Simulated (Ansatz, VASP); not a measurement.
**Au: VASP beside Ansatz**

The input INCAR:

```
SYSTEM = Au
ALGO = Fast
DIPOL = 0.5 0.5 0.650
EDIFF = 1E-6
ENCUT = 520
GGA = PE
IDIPOL = 3
ISIF = 2
ISMEAR = 0
KPAR = 4
LASPH = .TRUE.
LCHARG = .FALSE.
LDIPOL = .TRUE.
LREAL = .FALSE.
LWAVE = .FALSE.
NBANDS = 78
NELM = 60
PREC = Accurate
SIGMA = 0.1
```

KPOINTS

```
k-points
0
G
  7 6 1
  0 0 0
```

POSCAR

```
Au
1.0
    5.2430304496      0.0000000000      0.0000000000
    0.0000000000      5.5744824363      0.0000000000
    0.0000000000      0.0000000000     28.9001409473
Au
12
Direct
    0.4230022223      0.6769049798      0.5527129337
    0.9207403141      0.8678834135      0.5785877532
    0.3622518765      0.1892797141      0.5727250059
    0.8973216118      0.4099341135      0.5410062925
    0.1752176443      0.6501676518      0.6543070529
    0.5918157317      0.9741261038      0.6544421288
    0.0872108130      0.1573754199      0.6572208699
    0.6732643375      0.4740218528      0.6337411109
    0.7936832057      0.6505314330      0.7305871788
    0.3001506781      0.9029642444      0.7406620688
    0.7983851728      0.1528405137      0.7421306383
    0.3051365192      0.4004909196      0.7383862915
```

Input for Ansatz:

```yaml
crystal:
  lattice:
    - [5.2430304496, 0.0, 0.0]
    - [0.0, 5.5744824363, 0.0]
    - [0.0, 0.0, 28.9001409473]
  atoms:
    - { symbol: Au, position: [0.4230022223, 0.6769049798, 0.5527129337] }
    - { symbol: Au, position: [0.9207403141, 0.8678834135, 0.5785877532] }
    - { symbol: Au, position: [0.3622518765, 0.1892797141, 0.5727250059] }
    - { symbol: Au, position: [0.8973216118, 0.4099341135, 0.5410062925] }
    - { symbol: Au, position: [0.1752176443, 0.6501676518, 0.6543070529] }
    - { symbol: Au, position: [0.5918157317, 0.9741261038, 0.6544421288] }
    - { symbol: Au, position: [0.087210813, 0.1573754199, 0.6572208699] }
    - { symbol: Au, position: [0.6732643375, 0.4740218528, 0.6337411109] }
    - { symbol: Au, position: [0.7936832057, 0.650531433, 0.7305871788] }
    - { symbol: Au, position: [0.3001506781, 0.9029642444, 0.7406620688] }
    - { symbol: Au, position: [0.7983851728, 0.1528405137, 0.7421306383] }
    - { symbol: Au, position: [0.3051365192, 0.4004909196, 0.7383862915] }
basis:
  ecutwfc: 420
kpoints:
  mp_grid: { grid: [7, 6, 1] }
hamiltonian:
  xc: pbe
scf:
  occupations: { method: gaussian, width: 0.1 }
output:
  forces: true
  stress: true
  eigenvalues: true
  write_density: true
  write_potential: true
  elf: true
  volumetric_format: npy
efield:
  axis: 3
  dipole_correction: true
  ramp_width: 0.04
```

Alike in both runs: task single point; functional PBE; k mesh 7 × 6 × 1; occupations gaussian, width 0.1 eV; no spin polarisation.

|  | VASP | Ansatz |
| --- | --- | --- |
| version | VASP 6.6.1 | Ansatz 0.2.0 |
| potentials or method | VASP PAW PBE potentials, release 64 (Au), cutoff 520 eV | scalar-relativistic, plane waves, PAW |
| valence electrons in the cell | 132 | 228 |

Ansatz gave:

```
gap on the k mesh at the Fermi level (eV) : none
rms of the force components (eV/Å)        : 0.166
```

**Question.** Estimate VASP's values.

**Answer.** gap on the k mesh at the Fermi level (eV): none; rms of the force components (eV/Å): 0.165.

Atom by atom the forces differ by 0.003 eV/Å (rms over components). A gap of «none» marks a metal or a gap that the smearing closes. VASP's potentials hold 132 valence electrons a cell and Ansatz's 228, so a difference there can come from the potentials and not from the codes. Ansatz's warnings: xc potential rough in thin density.

Neither program's run includes spin-orbit coupling.
